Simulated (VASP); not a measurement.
# LiC18 in VASP: further runs, part 2 of 2

VASP 6.6.1.

## (3) Single point, LDA, collinear spin, zero start

INCAR reads:

```
SYSTEM = LiC18
  PREC = Accurate
  ENCUT = 520
  EDIFF = 1E-6
  ISMEAR = -1
  SIGMA = 0.05
  LREAL = Auto
  LASPH = .True.
  NELM = 150
  ALGO = Normal
  ISIF = 2
  LWAVE = .False.
  LCHARG = .False.
  ISPIN = 2
  MAGMOM = 0 0 0 0 0 0 0 0 0 0 0 0 0 0 0 0 0 0 0
  LORBIT = 11
  NBANDS = 56
```

KPOINTS reads:

```
regular mesh
0
Gamma
  2 2 1
  0 0 0
```

POSCAR reads:

```
LiC18
1.0
    7.3980000000      0.0000000000      0.0000000000
   -3.6990000000      6.4068560000      0.0000000000
    0.0000000000      0.0000000000     12.0000000000
C Li
18 1
Direct
    0.0075938286      0.0090746538      0.0854470000
    0.2298040431      0.1201809437      0.0854488333
    0.0070282416      0.3412903302      0.0844692500
    0.2303622213      0.4529588304      0.0844713333
    0.0070299298      0.6762920846      0.0844728333
    0.2303631291      0.7879590239      0.0844790000
    0.3414065595      0.0100464253      0.0855055833
    0.5631426160      0.1201784463      0.0854500000
    0.3414089979      0.3419185635      0.0854996667
    0.5631452092      0.4535229136      0.0854465833
    0.3420290826      0.6762925529      0.0844779167
    0.5641167824      0.7873365657      0.0855053333
    0.6742480121      0.0090729369      0.0854498333
    0.8959849827      0.1192024606      0.0855008333
    0.6732744281      0.3419154418      0.0855002500
    0.8953621015      0.4529580499      0.0844692500
    0.6742506350      0.6757326839      0.0854488333
    0.8959885310      0.7873379704      0.0855009167
    0.1186696495      0.5645972065      0.2199560000
```

Potentials or basis: VASP PAW LDA potentials, release 64 (C, Li_sv).

On the command line:

```bash
> cat potpaw_LDA.64/C/POTCAR potpaw_LDA.64/Li_sv/POTCAR > POTCAR
> mpirun -np 1 vasp_std > vasp.out
```

OUTCAR:

```text
SYSTEM = LiC18
   PREC = Accurate
   ENCUT = 520
   EDIFF = 1E-6
   ISMEAR = -1
   LREAL = Auto
   LASPH = .True.
   NELM = 150
   ISIF = 2
   ISPIN = 2
   LORBIT = 11

 ion  position               nearest neighbor table
   1  0.008  0.009  0.085-  14 1.42  18 1.42   2 1.42
   2  0.230  0.120  0.085-   7 1.42   9 1.42   1 1.42
   3  0.007  0.341  0.084-  14 1.42  16 1.43   4 1.43  19 2.17
   4  0.230  0.453  0.084-   9 1.42  11 1.43   3 1.43  19 2.17
   5  0.007  0.676  0.084-  18 1.42   6 1.43  16 1.43  19 2.17
   6  0.230  0.788  0.084-   7 1.42  11 1.43   5 1.43  19 2.17
   7  0.341  0.010  0.086-   8 1.42   2 1.42   6 1.42
   8  0.563  0.120  0.085-   7 1.42  15 1.42  13 1.42
   9  0.341  0.342  0.085-  10 1.42   2 1.42   4 1.42
  10  0.563  0.454  0.085-   9 1.42  15 1.42  17 1.42
  11  0.342  0.676  0.084-  12 1.42   6 1.43   4 1.43  19 2.17
  12  0.564  0.787  0.086-  13 1.42  17 1.42  11 1.42
  13  0.674  0.009  0.085-  12 1.42  14 1.42   8 1.42
  14  0.896  0.119  0.086-   1 1.42  13 1.42   3 1.42
  15  0.673  0.342  0.086-  10 1.42   8 1.42  16 1.42
  16  0.895  0.453  0.084-  15 1.42   3 1.43   5 1.43  19 2.17
  17  0.674  0.676  0.085-  12 1.42  18 1.42  10 1.42
  18  0.896  0.787  0.086-   1 1.42  17 1.42   5 1.42
  19  0.119  0.565  0.220-   3 2.17  16 2.17   4 2.17   5 2.17  11 2.17   6 2.17

  LATTYP: Found a hexagonal cell.
 ALAT       =     7.3980000000
 C/A-ratio  =     1.6220600162

  Lattice vectors:

 A1 = (   7.3980000000,   0.0000000000,   0.0000000000)
 A2 = (  -3.6990000000,   6.4068560000,   0.0000000000)
 A3 = (   0.0000000000,   0.0000000000,  12.0000000000)

Analysis of symmetry for initial positions (statically):
=====================================================================
 Subroutine PRICEL returns:
 Original cell was already a primitive cell.

 Routine SETGRP: Setting up the symmetry group for a
 hexagonal supercell.

 Subroutine GETGRP returns: Found  2 space group operations
 (whereof  1 operations were pure point group operations)
[... 358 lines left out ...]
     49       4.1332      0.00000
 Fermi energy:        -0.4204152482

 spin component 2

 k-point     1 :       0.0000    0.0000    0.0000
  band No.  band energies     occupation
      1     -48.2371      1.00000
      2     -20.4423      1.00000
      3     -18.0472      1.00000
      4     -17.9246      1.00000
      5     -17.9245      1.00000
      6     -17.7402      1.00000
[... 145 lines left out ...]
     48       3.9258      0.00000
     49       4.1328      0.00000
 [bands above 49 left out]

------------------------ aborting loop because EDIFF is reached ----------------------------------------

  FORCE on cell =-STRESS in cart. coord.  units (eV):
  Direction    XX          YY          ZZ          XY          YZ          ZX
  --------------------------------------------------------------------------------------
  -------------------------------------------------------------------------------------
  Total       -4.8429799     -4.8392267     -0.2020432      0.0032504     -0.0056046     -0.0032358
  in kB      -13.6421465    -13.6315742     -0.5691337      0.0091561     -0.0157875     -0.0091149
  external PRESSURE =      -9.2809515 kB  Pullay stress =       0.0000000 kB

 VOLUME and BASIS-vectors are now :
 -----------------------------------------------------------------------------
  energy-cutoff  :      520.00
  volume of cell :      568.78
      direct lattice vectors                 reciprocal lattice vectors
     7.398000000  0.000000000  0.000000000     0.135171668  0.078041398  0.000000000
    -3.699000000  6.406856000  0.000000000     0.000000000  0.156082796  0.000000000
     0.000000000  0.000000000 12.000000000     0.000000000  0.000000000  0.083333333

 POSITION                                       TOTAL-FORCE (eV/Angst)
 -----------------------------------------------------------------------------------
      0.02261      0.05814      1.02536         0.005976     -0.000430     -0.000006
      1.25554      0.76998      1.02539         0.000302      0.001829     -0.001813
     -1.21044      2.18660      1.01363        -0.002685     -0.009717     -0.000835
      0.02872      2.90204      1.01366         0.006768      0.000903     -0.000258
     -2.44960      4.33291      1.01367        -0.002602      0.006313     -0.000258
     -1.21043      5.04834      1.01375         0.003396      0.001206     -0.003472
[... 11 lines left out ...]
      3.71616      5.04436      1.02601        -0.002498     -0.000144     -0.002758
     -1.21053      3.61729      2.63947         0.000660      0.001143      0.017048
 -----------------------------------------------------------------------------------
    total drift:                                0.033103     -0.025554     -0.048881

  FREE ENERGIE OF THE ION-ELECTRON SYSTEM (eV)
  ---------------------------------------------------
  free  energy   TOTEN  =      -183.6688582062 eV

  energy  without entropy=     -183.6688578121  energy(sigma->0) =     -183.66885801

 total charge

# of ion       s       p       d       tot
------------------------------------------
    1        0.852   1.800   0.000   2.652
    2        0.852   1.800   0.000   2.652
    3        0.849   1.804   0.000   2.652
    4        0.849   1.804   0.000   2.652
    5        0.849   1.804   0.000   2.652
    6        0.849   1.804   0.000   2.652
[... 11 lines left out ...]
   18        0.851   1.804   0.000   2.655
   19        2.010   0.079   0.000   2.090
--------------------------------------------------
tot         17.318  32.526   0.000  49.844

 magnetization (x)

# of ion       s       p       d       tot
------------------------------------------
    1        0.000  -0.000   0.000  -0.000
    2        0.000  -0.000   0.000  -0.000
    3        0.000  -0.000   0.000   0.000
    4        0.000   0.000   0.000   0.000
    5        0.000   0.000   0.000   0.000
    6        0.000  -0.000   0.000  -0.000
[... 11 lines left out ...]
   18       -0.000   0.000   0.000   0.000
   19        0.000   0.000   0.000   0.000
--------------------------------------------------
tot          0.000   0.000   0.000   0.000
```

stdout:

```text
POSCAR found type information on POSCAR C Li
 POSCAR found :  2 types and      19 ions
 scaLAPACK will be used
 LDA part: xc-table for (Slater(with rela. corr.)+CA(PZ))
 , standard interpolation
 POSCAR, INCAR and KPOINTS ok, starting setup
 FFT: planning ... GRIDC
 FFT: planning ... GRID_SOFT
 FFT: planning ... GRID
 WAVECAR not read
 entering main loop
```

Wall time 4.3 min (1 thread of Intel Xeon 6975P-C (Granite Rapids), shared host); peak memory 0.55 GiB.

Results:

```yaml
Free_energy: -183.6689 eV
Largest_force: 0.017 eV/Å
Net_moment: 0.00 μB per cell
Valence_electrons_inside_the_program's_atomic_spheres: C 2.65; Li 2.09
```

Forces on the atoms (eV/Å):
```
C    0.006  0.000  0.000
C    0.000  0.002 -0.002
C   -0.003 -0.010 -0.001
C    0.007  0.001  0.000
C   -0.003  0.006  0.000
C    0.003  0.001 -0.003
C   -0.003 -0.005  0.000
C    0.007  0.004  0.000
C    0.001 -0.002 -0.003
C   -0.003  0.005  0.000
C   -0.001  0.004 -0.003
C   -0.003 -0.005  0.000
C    0.000  0.008  0.000
C   -0.005  0.001  0.001
C    0.003 -0.004  0.001
C   -0.007 -0.007 -0.001
C    0.001  0.001 -0.002
C   -0.002  0.000 -0.003
Li   0.001  0.001  0.017
```

Levels at points of the mesh, in eV from the Fermi level:
Spin up:
```
           k point  band 33  band 34  band 35  band 36  band 37  band 38  band 39  band 40  band 41  band 42
(0.00, 0.00, 0.00)    -5.28    -3.68    -3.68    -0.90    -0.90    -0.77    -0.77     1.14     3.04     3.70
(0.50, 0.00, 0.00)    -3.76    -3.59    -3.38    -3.36    -3.08     0.78     1.51     1.64     1.65     1.72
(0.50, 0.50, 0.00)    -3.76    -3.59    -3.38    -3.36    -3.08     0.78     1.51     1.64     1.65     1.72
```
Spin down:
| k point | band 35 | band 36 | band 37 | band 38 | band 39 | band 40 |
| --- | --- | --- | --- | --- | --- | --- |
| (0.00, 0.00, 0.00) | -3.68 | -0.90 | -0.90 | -0.77 | -0.77 | 1.14 |
| (0.50, 0.00, 0.00) | -3.38 | -3.36 | -3.08 | 0.78 | 1.51 | 1.64 |
| (0.50, 0.50, 0.00) | -3.38 | -3.36 | -3.08 | 0.78 | 1.51 | 1.64 |

Caveat: the k points lie up to 0.49 Å⁻¹ apart; the cutoff is under 1.25 times the usual one of these potentials, so pressure, stress and relaxed cells hold a basis-set (Pulay) error.

## (4) Single point, LDA, collinear spin, zero start

INCAR reads:

```
SYSTEM = LiC18
PREC = Accurate
ENCUT = 520
EDIFF = 1E-7
ISMEAR = -1
SIGMA = 0.05
LREAL = Auto
LASPH = .TRUE.
NELM = 150
ALGO = Normal
ISIF = 2
LWAVE = .FALSE.
LCHARG = .FALSE.
ISPIN = 2
MAGMOM = 0 0 0 0 0 0 0 0 0 0 0 0 0 0 0 0 0 0 0
LORBIT = 11
NBANDS = 56
```

KPOINTS reads:

```
regular mesh
0
G
  2 2 1
  0 0 0
```

POSCAR reads:

```
LiC18
1.0
    7.3980000000      0.0000000000      0.0000000000
   -3.6990000000      6.4068560000      0.0000000000
    0.0000000000      0.0000000000     12.0000000000
C Li
18 1
Direct
    0.0075839163      0.0090659131      0.0854488333
    0.2293218904      0.1206713558      0.0855009167
    0.0075812934      0.3424061661      0.0854498333
    0.2293183420      0.4525358460      0.0855008333
    0.0066077094      0.6752486711      0.0855002500
    0.2286954608      0.7862914353      0.0844692500
    0.3403632892      0.0096254700      0.0844728333
    0.5636964885      0.1212924093      0.0844790000
    0.3409271100      0.3424078831      0.0854470000
    0.5631373244      0.4535141729      0.0854488333
    0.3403615229      0.6746235595      0.0844692500
    0.5636955807      0.7862922157      0.0844713333
    0.6753624419      0.0096259382      0.0844779167
    0.8974500638      0.1206697950      0.0855053333
    0.6747398408      0.3433796545      0.0855055833
    0.8964758973      0.4535116756      0.0854500000
    0.6747423572      0.6752519488      0.0854996667
    0.8964785685      0.7868562989      0.0854465833
    0.4520030088      0.8979305919      0.2199560000
```

On the command line:

```bash
> cat potpaw_LDA.64/C/POTCAR potpaw_LDA.64/Li_sv/POTCAR > POTCAR
> mpirun -np 1 vasp_std > vasp.out
```

It took 4.6 min on 1 thread of Intel Xeon 6975P-C (Granite Rapids), shared host; peak memory 0.55 GiB.

Results (log left out):

```yaml
Free_energy: -183.6688 eV
Largest_force: 0.016 eV/Å
Net_moment: 0.00 μB per cell
Valence_electrons_inside_the_program's_atomic_spheres: C 2.65; Li 2.09
```

Forces in eV/Å, atoms in the order of the input:
```
C    0.005 -0.001 -0.001
C    0.001  0.001 -0.002
C   -0.005 -0.004  0.000
C    0.005  0.004  0.001
C    0.001  0.006  0.001
C    0.000 -0.004 -0.003
C   -0.003  0.001  0.000
C    0.001  0.007  0.000
C    0.001 -0.005 -0.003
C   -0.004  0.004 -0.001
C   -0.004 -0.003 -0.003
C    0.003 -0.002  0.000
C    0.006  0.005  0.000
C   -0.006  0.003  0.001
C    0.006 -0.004  0.001
C   -0.001 -0.006  0.000
C    0.001  0.001 -0.002
C   -0.005 -0.002 -0.003
Li  -0.001 -0.001  0.016
```

Levels at points of the mesh, in eV from the Fermi level:
Spin up:
| k point | band 34 | band 35 | band 36 | band 37 | band 38 | band 39 | band 40 | band 41 |
| --- | --- | --- | --- | --- | --- | --- | --- | --- |
| (0.00, 0.00, 0.00) | -3.68 | -3.68 | -0.90 | -0.90 | -0.77 | -0.77 | 1.14 | 3.04 |
| (0.50, 0.00, 0.00) | -3.59 | -3.38 | -3.36 | -3.08 | 0.78 | 1.51 | 1.64 | 1.65 |
| (0.50, 0.50, 0.00) | -3.59 | -3.38 | -3.36 | -3.08 | 0.78 | 1.51 | 1.64 | 1.65 |
Spin down:
```tsv
k point	band 33	band 34	band 35	band 36	band 37	band 38	band 39	band 40	band 41	band 42
(0.00, 0.00, 0.00)	-5.28	-3.68	-3.68	-0.90	-0.90	-0.77	-0.77	1.14	3.04	3.70
(0.50, 0.00, 0.00)	-3.76	-3.59	-3.38	-3.36	-3.08	0.78	1.51	1.64	1.65	1.72
(0.50, 0.50, 0.00)	-3.76	-3.59	-3.38	-3.36	-3.08	0.78	1.51	1.64	1.65	1.72
```

Caveat: the k points lie up to 0.49 Å⁻¹ apart; the cutoff is under 1.25 times the usual one of these potentials, so pressure, stress and relaxed cells hold a basis-set (Pulay) error.
